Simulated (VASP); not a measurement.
# ScNb (P-6m2) in VASP: notebook, part 2 of 2

VASP 6.6.1. The steps go on from the part before.

### Step 3. Single point, PBE

Contents of INCAR:

```
SYSTEM = ScNb
  PREC = Accurate
  ENCUT = 520
  EDIFF = 1E-7
  ISMEAR = -5
  SIGMA = 0.1
  LREAL = .False.
  LASPH = .True.
  NELM = 60
  ALGO = Normal
  ISIF = 2
  LWAVE = .False.
  LCHARG = .False.
  GGA = PE
  NBANDS = 19
```

Contents of KPOINTS:

```
Automatic mesh
0
Gamma
  6 6 4
  0 0 0
```

Contents of POSCAR:

```
ScNb
1.0
    3.0656443612      0.0000000000      0.0000000000
   -1.5328221806      2.6549258957      0.0000000000
    0.0000000000      0.0000000000      5.0721940000
Sc Nb
1 1
Direct
    0.0000000000      0.0000000000      0.0000000000
    0.3333333333      0.6666666667      0.5000000000
```

Potentials or basis: VASP PAW PBE potentials, release 64 (Sc_sv, Nb_sv).

Launch:

```console
$ cat potpaw_PBE.64/Sc_sv/POTCAR potpaw_PBE.64/Nb_sv/POTCAR > POTCAR
$ mpirun -np 1 vasp_std > vasp.out
```

OUTCAR:

```text
SYSTEM = ScNb
   PREC = Accurate
   ENCUT = 520
   EDIFF = 1E-7
   ISMEAR = -5
   LREAL = .False.
   LASPH = .True.
   NELM = 60
   ISIF = 2
   GGA = PE

 ion  position               nearest neighbor table
   1  0.000  0.000  0.000-   2 3.09   2 3.09   2 3.09   2 3.09   2 3.09   2 3.09
   2  0.333  0.667  0.500-   1 3.09   1 3.09   1 3.09   1 3.09   1 3.09   1 3.09

  LATTYP: Found a hexagonal cell.
 ALAT       =     3.0656443612
 C/A-ratio  =     1.6545278585

  Lattice vectors:

 A1 = (   3.0656443612,   0.0000000000,   0.0000000000)
 A2 = (  -1.5328221806,   2.6549258957,   0.0000000000)
 A3 = (   0.0000000000,   0.0000000000,   5.0721940000)

Analysis of symmetry for initial positions (statically):
=====================================================================
 Subroutine PRICEL returns:
 Original cell was already a primitive cell.

 Routine SETGRP: Setting up the symmetry group for a
 hexagonal supercell.

 Subroutine GETGRP returns: Found 12 space group operations
 (whereof 12 operations were pure point group operations)
 out of a pool of 24 trial point group operations.

The static configuration has the point symmetry D_3h.

Analysis of symmetry for dynamics (positions and initial velocities):
=====================================================================
 Subroutine PRICEL returns:
 Original cell was already a primitive cell.

 Routine SETGRP: Setting up the symmetry group for a
 hexagonal supercell.

 Subroutine GETGRP returns: Found 12 space group operations
 (whereof 12 operations were pure point group operations)
 out of a pool of 24 trial point group operations.

The dynamic configuration has the point symmetry D_3h.

 Subroutine INISYM returns: Found 12 space group operations
 (whereof 12 operations are pure point group operations),
 and found     1 'primitive' translations

----------------------------------------------------------------------------------------

                                     Primitive cell

  volume of cell :      41.2829

  direct lattice vectors                    reciprocal lattice vectors
     3.065644361  0.000000000  0.000000000     0.326195697  0.188329174  0.000000000
    -1.532822181  2.654925896  0.000000000     0.000000000  0.376658347  0.000000000
     0.000000000  0.000000000  5.072194000     0.000000000  0.000000000  0.197153342

  length of vectors
     3.065644361  3.065644361  5.072194000     0.376658347  0.376658347  0.197153342

  position of ions in fractional coordinates (direct lattice)
     0.000000000  0.000000000  0.000000000
     0.333333333  0.666666667  0.500000000

  ion indices of the primitive-cell ions
   primitive index   ion index
                 1           1
                 2           2

----------------------------------------------------------------------------------------

 KPOINTS: Automatic mesh

Automatic generation of k-mesh.
 Grid dimensions read from file:
 generate k-points for:    6    6    4

 Generating k-lattice:

  Cartesian coordinates                     Fractional coordinates (reciprocal lattice)
     0.054365950  0.031388196  0.000000000     0.166666667 -0.000000000  0.000000000
     0.000000000  0.062776391  0.000000000     0.000000000  0.166666667  0.000000000
     0.000000000  0.000000000  0.049288336     0.000000000  0.000000000  0.250000000

  Length of vectors
     0.062776391  0.062776391  0.049288336

  Shift w.r.t. Gamma in fractional coordinates (k-lattice)
     0.000000000  0.000000000  0.000000000

 TETIRR: Found    142 inequivalent tetrahedra from      864

 Subroutine IBZKPT returns following result:
 ===========================================

 Found     21 irreducible k-points:

 Following reciprocal coordinates:
            Coordinates               Weight
  0.000000  0.000000  0.000000      1.000000
  0.166667 -0.000000  0.000000      6.000000
  0.333333 -0.000000  0.000000      6.000000
  0.500000 -0.000000  0.000000      3.000000
  0.166667  0.166667  0.000000      6.000000
  0.333333  0.166667  0.000000     12.000000
[... 13 lines left out ...]
  0.333333  0.166667  0.500000     12.000000
  0.333333  0.333333  0.500000      2.000000
   k-points           NKPTS =     21   k-points in BZ     NKDIM =     21   number of bands    NBANDS=     19
   number of dos      NEDOS =    301   number of ions     NIONS =      2
   total plane-waves  NPLWV =  23040
   dimension x,y,z NGX =    24 NGY =   24 NGZ =   40
   dimension x,y,z NGXF=    48 NGYF=   48 NGZF=   80
   ions per type =               1   1
   NGX,Y,Z   is equivalent  to a cutoff of  13.01, 13.01, 13.11 a.u.
   NGXF,Y,Z  is equivalent  to a cutoff of  26.03, 26.03, 26.22 a.u.
 SYSTEM =  ScNb
   PREC   = accura    normal or accurate (medium, high low for compatibility)
   ISTART =      0    job   : 0-new  1-cont  2-samecut
   ICHARG =      2    charge: 1-file 2-atom 10-const
   ISPIN  =      1    spin polarized calculation?
   LNONCOLLINEAR =      F non collinear calculations
   LSORBIT =      F    spin-orbit coupling
   LASPH  =      T    aspherical Exc in radial PAW
   ENCUT  =  520.0 eV  38.22 Ry    6.18 a.u.   5.70  5.70  9.43*2*pi/ulx,y,z
   NELM   =     60;   NELMIN=  2; NELMDL= -5     # of ELM steps
   EDIFF  = 0.1E-06   stopping-criterion for ELM
   LREAL  =      F    real-space projection
   EDIFFG = 0.1E-05   stopping-criterion for IOM
   NSW    =      0    number of steps for IOM
   IBRION =     -1    ionic relax: 0-MD 1-quasi-New 2-CG
   NFREE  =      0    steps in history (QN), initial steepest desc. (CG)
   ISIF   =      2    stress and relaxation
   ISYM   =      2    0-nonsym 1-usesym 2-fastsym
   POTIM  = 0.5000    time-step for ionic-motion
   TEBEG  =    0.0;   TEEND  =   0.0 temperature during run
   PSTRESS=    0.0 pullay stress
   NELECT =      24.0000    total number of electrons
   NUPDOWN=      -1.0000    fix difference up-down
   EMIN   =  10.00;   EMAX   =-10.00  energy-range for DOS
   EFERMI =   0.00;   METHOD = LEGACY
   ISMEAR =    -5;   SIGMA  =   0.10  broadening in eV -4-tet -1-fermi 0-gaus
   EFERMI_NEDOS =   21; number of points for ismear=-14 and -15
   IALGO  =     38    algorithm
   IMIX   =      4    mixing-type and parameters
     AMIX     =   0.40;   BMIX     =  1.00
     AMIX_MAG =   1.60;   BMIX_MAG =  1.00
  volume/ion in A,a.u.               =      20.64       139.30
  Fermi-wavevector in a.u.,A,eV,Ry     =   1.366329  2.581987 25.400097  1.866854
  Thomas-Fermi vector in A             =   2.492479
   LORBIT       =      0    0 simple, 1 ext, 2 COOP (PROOUT), +10 PAW based schemes
   GGA     = PE    functional components
   LHFCALC =     F    Hartree Fock is set to
   AEXX    =    0.0000 exact exchange contribution
   IVDW    =     0    specifies the selected vdW correction
   LEPSILON=     F    determine dielectric tensor
   LRPA    =     F    only Hartree local field effects (RPA)
 non-spin polarized calculation
 Fermi weights with tetrahedron method with Bloechl corrections
  energy-cutoff  :      520.00
  volume of cell :       41.28
 maximum number of plane-waves:      1128
 NGX is ok and might be reduce to    24
   NGX = 11   NGY = 11   NGZ = 19

 number of electron      24.0000000 magnetization

 Free energy of the ion-electron system (eV)
  ---------------------------------------------------
  ext. energy  EPLUGINS =         0.00000000
  ---------------------------------------------------
  free energy    TOTEN  =       -16.04537994 eV

  energy without entropy =      -16.04537994  energy(sigma->0) =      -16.04537994

 E-fermi :   7.2348     XC(G=0): -11.2123

 val. band max:        7.2242816075   @ k =   0.1667  -0.0000   0.5000
 cond. band min:       7.1458131259   @ k =   0.1667   0.1667   0.5000
 fundamental gap:     -0.0784684816
 Fermi energy:         7.2348264411

 k-point     1 :       0.0000    0.0000    0.0000
  band No.  band energies     occupation
      1     -47.5009      2.00000
      2     -41.8065      2.00000
      3     -23.6568      2.00000
      4     -23.1277      2.00000
      5     -23.1277      2.00000
      6     -20.4177      2.00000
[... 11 lines left out ...]
     18       9.4355      0.00000
     19      11.3547      0.00000
[... 419 lines left out ...]
 k-point    21 :       0.3333    0.3333    0.5000
  band No.  band energies     occupation
      1     -47.3981      2.00000
      2     -41.7100      2.00000
      3     -23.6265      2.00000
      4     -23.6112      2.00000
      5     -23.5132      2.00000
      6     -20.5573      2.00000
[... 11 lines left out ...]
     18      11.5132      0.00000
     19      14.5382      0.00000

------------------------ aborting loop because EDIFF is reached ----------------------------------------

  FORCE on cell =-STRESS in cart. coord.  units (eV):
  Direction    XX          YY          ZZ          XY          YZ          ZX
  --------------------------------------------------------------------------------------
  -------------------------------------------------------------------------------------
  Total       -0.2809753     -0.2809753      0.1568883     -0.0000000      0.0000000      0.0000000
  in kB      -10.9045743    -10.9045743      6.0887930     -0.0000000      0.0000000      0.0000000
  external PRESSURE =      -5.2401185 kB  Pullay stress =       0.0000000 kB

 VOLUME and BASIS-vectors are now :
 -----------------------------------------------------------------------------
  energy-cutoff  :      520.00
  volume of cell :       41.28
      direct lattice vectors                 reciprocal lattice vectors
     3.065644361  0.000000000  0.000000000     0.326195697  0.188329174  0.000000000
    -1.532822181  2.654925896  0.000000000     0.000000000  0.376658347  0.000000000
     0.000000000  0.000000000  5.072194000     0.000000000  0.000000000  0.197153342

 POSITION                                       TOTAL-FORCE (eV/Angst)
 -----------------------------------------------------------------------------------
      0.00000      0.00000      0.00000        -0.000000      0.000000      0.000000
     -0.00000      1.76995      2.53610         0.000000     -0.000000      0.000000
 -----------------------------------------------------------------------------------
    total drift:                                0.000000     -0.000000     -0.000000

  FREE ENERGIE OF THE ION-ELECTRON SYSTEM (eV)
  ---------------------------------------------------
  free  energy   TOTEN  =       -16.0453799350 eV

  energy  without entropy=      -16.0453799350  energy(sigma->0) =      -16.04537994
```

OSZICAR:

```text
N       E                     dE             d eps       ncg     rms          rms(c)
DAV:   1     0.262532062700E+03    0.26253E+03   -0.11902E+04   798   0.135E+03
DAV:   2     0.346839067731E+01   -0.25906E+03   -0.25514E+03   798   0.475E+02
DAV:   3    -0.160476689681E+02   -0.19516E+02   -0.18890E+02  1527   0.114E+02
DAV:   4    -0.171325500321E+02   -0.10849E+01   -0.10701E+01  1115   0.218E+01
DAV:   5    -0.172115012157E+02   -0.78951E-01   -0.78661E-01  1499   0.481E+00    0.881E+00
DAV:   6    -0.162832399170E+02    0.92826E+00   -0.36903E+00  1124   0.171E+01    0.362E+00
DAV:   7    -0.162740983041E+02    0.91416E-02   -0.42537E+00  1404   0.864E+00    0.284E+00
DAV:   8    -0.160451601761E+02    0.22894E+00   -0.10585E+00  1205   0.612E+00    0.108E+00
DAV:   9    -0.160458784920E+02   -0.71832E-03   -0.25209E-02  1286   0.153E+00    0.112E-01
DAV:  10    -0.160455010069E+02    0.37749E-03   -0.12868E-03  1309   0.306E-01    0.429E-02
DAV:  11    -0.160452820747E+02    0.21893E-03   -0.20059E-04  1408   0.120E-01    0.164E-02
DAV:  12    -0.160453679219E+02   -0.85847E-04   -0.26016E-05  1304   0.311E-02    0.436E-03
DAV:  13    -0.160453896263E+02   -0.21704E-04   -0.16626E-06  1246   0.986E-03    0.125E-03
DAV:  14    -0.160453805758E+02    0.90506E-05   -0.24556E-07   589   0.408E-03    0.483E-04
DAV:  15    -0.160453800142E+02    0.56159E-06   -0.41909E-08   564   0.244E-03    0.426E-04
DAV:  16    -0.160453793940E+02    0.62019E-06   -0.14949E-08   564   0.171E-03    0.127E-04
DAV:  17    -0.160453798354E+02   -0.44144E-06   -0.62436E-09   552   0.112E-03    0.117E-04
DAV:  18    -0.160453799350E+02   -0.99596E-07   -0.32253E-09   537   0.761E-04
   1 F= -.16045380E+02 E0= -.16045380E+02  d E =0.000000E+00
```

stdout:

```text
POSCAR found type information on POSCAR ScNb
 POSCAR found :  2 types and       2 ions
 scaLAPACK will be used
 LDA part: xc-table for (Slater+PW92), standard interpolation
 POSCAR, INCAR and KPOINTS ok, starting setup
 FFT: planning ... GRIDC
 FFT: planning ... GRID_SOFT
 FFT: planning ... GRID
 WAVECAR not read
 entering main loop
 -----------------------------------------------------------------------------
|                                                                             |
|           W    W    AA    RRRRR   N    N  II  N    N   GGGG   !!!           |
|           W    W   A  A   R    R  NN   N  II  NN   N  G    G  !!!           |
|           W    W  A    A  R    R  N N  N  II  N N  N  G       !!!           |
|           W WW W  AAAAAA  RRRRR   N  N N  II  N  N N  G  GGG   !            |
|           WW  WW  A    A  R   R   N   NN  II  N   NN  G    G                |
|           W    W  A    A  R    R  N    N  II  N    N   GGGG   !!!           |
|                                                                             |
|     Tetrahedron method does not include variations of the Fermi             |
|     occupations, so forces and stress will be inaccurate. We suggest        |
|     using a different smearing scheme ISMEAR = 1 or 2 for metals in         |
|     relaxations.                                                            |
|                                                                             |
 -----------------------------------------------------------------------------
```

Wall time 38 s (1 thread of AMD EPYC 7R43 (Zen 3), shared host); peak memory 0.12 GiB.

What came out:

| Quantity | Value |
| --- | --- |
| Free energy | -16.0454 eV |
| Pressure | -0.5 GPa |
| Band gap on the k mesh | zero (band 12 reaches 7.81 eV, above the bottom of band 13 at 6.83 eV) |

Levels at points of the mesh, in eV from the Fermi level:
```
           k point  band 9  band 10  band 11  band 12  band 13  band 14  band 15  band 16
(0.00, 0.00, 0.00)   -5.69    -2.87     0.57     0.57     0.78     1.01     2.06     2.06
(0.50, 0.00, 0.00)   -2.78    -2.06    -1.79    -0.18     0.84     0.90     1.54     4.41
(0.00, 0.00, 0.50)   -4.32    -3.73    -0.68     0.45     0.45     0.83     1.45     1.45
(0.50, 0.00, 0.50)   -2.79    -2.68    -1.09    -0.35     1.65     1.71     1.73     2.86
```

Caveat: the k points lie up to 0.39 Å⁻¹ apart; tetrahedron occupations give inexact forces and stress in metals.
